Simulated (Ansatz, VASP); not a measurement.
**BAs: VASP beside Ansatz**

```
CELL_PARAMETERS angstrom
0.00000 2.43970 2.36980
2.43970 0.00000 2.36980
2.43970 2.43970 0.00000
ATOMIC_POSITIONS crystal
B 0.00000 0.00000 0.00000
As 0.25000 0.25000 0.25000
```

Change from the starting cell: epitaxial_xy strain +2.0%.

Alike in both runs: task single point; functional HSE06; k mesh 6 × 6 × 6; no spin polarisation.

|  | VASP | Ansatz |
| --- | --- | --- |
| version | VASP 6.6.1 | Ansatz 0.2.0 |
| potentials or method | VASP PAW PBE potentials, release 64 (B, As) | plane waves, PAW |
| plane-wave cutoff (eV) | 520 | 420 |
| occupations | gaussian, width 0.01 eV | fixed |
| valence electrons in the cell | 8 | 18 |

Ansatz gave:

* gap on the k mesh at the Fermi level (eV): 1.52
* pressure (GPa): -5.1
* traceless stress, the component that is largest in VASP (GPa): 4.02

Task: Which values does VASP return?

Result: gap on the k mesh at the Fermi level (eV): 1.53; pressure (GPa): -5.2; traceless stress, the component that is largest in VASP (GPa): 4.03.

VASP's potentials hold 8 valence electrons a cell and Ansatz's 18, so a difference there can come from the potentials and not from the codes. Ansatz's warnings: stress exchange threshold loose, stress scf threshold loose.
